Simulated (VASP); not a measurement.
Runs of VASP 6.6.1 on BP. The structure is that of space group F-43m (No. 216), or close to it. The cells are those of the table. 

```csv
task,cell,gap on the mesh (eV),pressure (GPa)
electric field gradients,"a = 3.251 Å, angles 60.0°, 2 atoms",1.29,(c)
single point,"a = 3.225, b = 3.225, c = 3.209 Å, angles 60.2, 60.2, 59.7°, 2 atoms",1.18,-0.7
electric field gradients,"a = 3.193, b = 3.193, c = 3.177 Å, angles 60.2, 60.2, 59.7°, 2 atoms",1.14,4.3
electric field gradients,"a = 3.177, b = 3.177, c = 3.209 Å, angles 59.7, 59.7, 60.7°, 2 atoms",0.91,(b)
single point,"a = 3.257, b = 3.257, c = 3.305 Å, angles 59.5, 59.5, 61.0°, 2 atoms",(a),-7.9
```

Alike in all rows: level PBE; potentials or basis VASP PAW PBE potentials, release 64 (B, P); no spin polarisation; k mesh 15 × 15 × 15; cutoff (eV) 520; smearing fermi-dirac 0.05 eV.

Task: Fill in the values left out.

Result: (a) 0.89; (b) 4.4; (c) -5.1.

A k mesh can miss the band edges.
